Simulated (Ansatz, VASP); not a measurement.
H4C2O in VASP and in Ansatz

```
C H O
1.0
     6.88731    0.00000    0.00000
     0.00000    6.88731    0.00000
     0.00000    0.00000    6.88731
C H O
6 12 3
Direct
  0.12923 0.94770 0.03306
  0.68764 0.22048 0.82820
  0.84324 0.52466 0.37199
  0.23948 0.51574 0.69540
  0.67011 0.73984 0.86762
  0.68366 0.01687 0.37757
  0.24968 0.01905 0.10870
  0.00781 0.93017 0.13419
  0.17759 0.80538 0.98102
  0.08328 0.03621 0.90941
  0.73857 0.21539 0.97903
  0.54211 0.15737 0.81710
  0.78880 0.13915 0.73615
  0.68406 0.37201 0.77826
  0.87999 0.37024 0.38727
  0.80609 0.58539 0.51416
  0.71894 0.53962 0.27438
  0.96798 0.60322 0.31199
  0.14446 0.38931 0.74169
  0.57254 0.73921 0.00057
  0.52008 0.00701 0.39563
```

Alike in both runs: functional PBE; dispersion D3(BJ); k mesh 1 × 1 × 1; occupations fermi-dirac, width 0.05 eV; no spin polarisation.

Ansatz relaxed the structure, and its values are those at the end. VASP's run is a single point on that final structure, the one shown.

|  | VASP | Ansatz |
| --- | --- | --- |
| version | VASP 6.6.1 | Ansatz 0.2.0 |
| potentials or method | VASP PAW PBE potentials, release 64 (C, H, O), cutoff 520 eV | scalar-relativistic, plane waves, PAW |
| valence electrons in the cell | 54 | 54 |

|  | VASP | Ansatz | Ansatz less VASP |
| --- | --- | --- | --- |
| rms of the force components (eV/Å) | 0.274 | 0.027 | -0.2466 |

One of these differences is far larger than is usual between the two programs; its cause wasn't traced.

Noted on VASP's run: the standard files for N, O and F lose accuracy on very short bonds.
